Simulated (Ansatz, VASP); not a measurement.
# One calculation of B3N2, two programs

```xyz
5
Lattice="3.9751 0.0000 0.0000 -1.9875 3.4425 0.0000 0.0000 0.0000 2.9882" Properties=species:S:1:pos:R:3 pbc="T T T"
B     0.0000    0.0000    2.2422
B     0.0000    0.0000    0.7460
B     1.9875    1.1475    0.0000
N     1.9875    1.1475    1.4941
N     0.0000    2.2950    0.0000
```

Change from the starting cell: species swapped into the Fe3Ge2 type (P-6m2, No. 187).

Alike in both runs: task single point; functional PBE; k mesh 6 × 6 × 6; occupations gaussian, width 0.1 eV; collinear spin.

|  | VASP | Ansatz |
| --- | --- | --- |
| version | VASP 6.6.1 | Ansatz 0.2.0 |
| potentials or method | VASP PAW PBE potentials, release 64 (B, N), cutoff 520 eV | scalar-relativistic, plane waves, PAW |
| valence electrons in the cell | 19 | 19 |

```tsv
	VASP	Ansatz	Ansatz less VASP
gap on the k mesh at the Fermi level (eV)	none	none	-
pressure (GPa)	1.7	1.9	+0.17
traceless stress, the component that is largest in VASP (GPa)	-0.65	-0.55	+0.101
rms of the force components (eV/Å)	0.093	0.095	+0.0020
net moment per atom (μB)	0.20	0.20	0.000
size of the moment on the site where the two differ most (μB)	0.69	0.84	+0.154
```

Site moments also hang on the region over which each program counts them. Atom by atom the forces differ by 0.002 eV/Å (rms over components). A gap of «none» marks a metal or a gap that the smearing closes.
